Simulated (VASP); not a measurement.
Wanted: the native input for a VASP 6.6.1 run.

```yaml
Task: single point
Functional: PBE
Potentials_or_basis: VASP PAW PBE potentials, release 64 (Ni)
Cutoff: 520 eV
k_mesh: 20 × 20 × 20
Occupations: gaussian, width 0.05 eV
Spin: no spin polarisation
Dipole_correction: no
Further_INCAR_settings: ALGO = Normal; EDIFF = 1e-06; NBANDS = 11
```

The structure of Ni lies in POSCAR:

```
Ni
1.0
    0.0000000000      1.7591346716      1.7591346716
    1.7591346716      0.0000000000      1.7591346716
    1.7591346716      1.7591346716      0.0000000000
Ni
1
Direct
    0.0000000000      0.0000000000      0.0000000000
```

These files were run (other wordings do the same):

INCAR

```
ALGO     = Normal         # electronic algorithm
EDIFF    = 1E-6           # SCF threshold, eV
ENCUT    = 520            # plane-wave cutoff, eV
GGA      = PE             # functional
ISIF     = 2              # what is computed and relaxed
ISMEAR   = 0              # smearing method
LASPH    = T              # aspherical terms in the spheres
LCHARG   = T              # write CHGCAR
LELF     = T              # ELF
LREAL    = F              # projectors in reciprocal space
LVHAR    = T            
LWAVE    = F              # write WAVECAR
NBANDS   = 11             # bands
NELM     = 100            # most SCF steps
PREC     = Accurate       # precision mode
SIGMA    = 0.05           # smearing width, eV
```

KPOINTS

```
k-points
0
Gamma
  20 20 20
```

Potentials or basis: VASP PAW PBE potentials, release 64 (Ni).

Command:

```sh
$ cat potpaw_PBE.64/Ni/POTCAR > POTCAR
$ mpirun -np 1 vasp_std > vasp.out
```

Results of the run:

| Property | Result |
| --- | --- |
| Pressure | -1.3 GPa |
| Band gap on the k mesh | zero (band 5 reaches 9.34 eV, above the bottom of band 6 at 8.38 eV) |

Caveat: the run has no spin polarisation, though such a crystal can be magnetic.

It took 14 s on 1 thread of Intel(R) Xeon(R) Platinum 8559C (Emerald Rapids), on a shared host, peak memory 0.15 GiB.
